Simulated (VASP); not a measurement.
## Mo: single point with LDA

Crystal: Mo.

```
Mo
1.0
     2.73551    0.00000    0.00000
    -1.36776    2.36902    0.00000
     0.00000    0.00000    2.63184
Mo
1
Direct
  0.00000 0.00000 0.50000
```

This cell differs from its parent crystal: strain +0.000 along x and y, +0.030 along z.

* Program: VASP 6.6.1
* Task: single point
* Functional: LDA
* Potentials or basis: VASP PAW LDA potentials, release 64 (Mo_sv)
* Cutoff: 520 eV
* k mesh: 18 × 18 × 18
* Occupations: gaussian, width 0.15 eV
* Spin: no spin polarisation
* Dipole correction: no
* Further INCAR settings: ALGO = Fast; EDIFF = 1e-07; NBANDS = 13

- Pressure: -12.4 GPa
- Band gap on the k mesh: zero (band 7 reaches 11.77 eV, above the bottom of band 8 at 10.16 eV)

Stress tensor (GPa, compression positive):
```
 -7.44   0.00   0.00
  0.00  -7.44   0.00
  0.00   0.00 -22.47
```

Levels at points of the mesh, in eV from the Fermi level:
```csv
k point,band 5,band 6,band 7,band 8,band 9,band 10
"(0.00, 0.00, 0.00)",-6.74,-4.17,-0.89,-0.89,3.78,3.78
"(0.50, 0.00, 0.00)",-4.86,-2.92,0.49,1.11,3.07,4.41
"(0.00, 0.00, 0.50)",-3.92,-0.22,-0.22,-0.22,0.99,0.99
"(0.50, 0.00, 0.50)",-5.14,-3.56,-0.27,4.68,5.58,6.13
```

Run time: 25 s on 1 thread of Intel(R) Xeon(R) 6975P-C (Granite Rapids) (shared host), peak memory 0.17 GiB.

Caveat: the cell differs from its parent crystal (strain +0.000 along x and y, +0.030 along z).
